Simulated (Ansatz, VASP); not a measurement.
# Two plane-wave programs on Si2W

```
Si W
1.0
     3.20250   -3.20250    0.00000
    -3.20250   -3.20250    0.00000
     0.00000    0.00000   -7.81573
Si W
8 4
Direct
  0.00000 0.50000 0.16550
  0.50000 0.50000 0.66550
  0.50000 0.00000 0.16550
  0.00000 0.00000 0.66550
  0.00000 0.00000 0.33450
  0.50000 0.00000 0.83450
  0.50000 0.50000 0.33450
  0.00000 0.50000 0.83450
  0.00000 0.00000 0.00000
  0.50000 0.00000 0.50000
  0.50000 0.50000 0.00000
  0.00000 0.50000 0.50000
```

Alike in both runs: functional PBEsol; k mesh 8 × 8 × 4; occupations gaussian, width 0.1 eV; no spin polarisation.

Ansatz relaxed the structure, and its values are those at the end. VASP's run is a single point on that final structure, the one shown.

|  | VASP | Ansatz |
| --- | --- | --- |
| version | VASP 6.6.1 | Ansatz 0.2.0 |
| potentials or method | VASP PAW PBE potentials, release 64 (Si, W_sv), cutoff 520 eV | scalar-relativistic, plane waves, PAW |
| valence electrons in the cell | 88 | 88 |

Ansatz gave:

```
gap on the k mesh at the Fermi level (eV) : none
pressure (GPa)                            : 0.0
rms of the force components (eV/Å)        : 0.005
```

**Question.** What did VASP give for the same quantities?

**Answer.** gap on the k mesh at the Fermi level (eV): none; pressure (GPa): 0.3; rms of the force components (eV/Å): 0.007.

VASP's potentials were made for PBE, not for PBEsol. A gap of «none» marks a metal or a gap that the smearing closes. The functional is the same, so the differences come from potentials, cutoffs and numerics.

Spin-orbit coupling is off throughout.
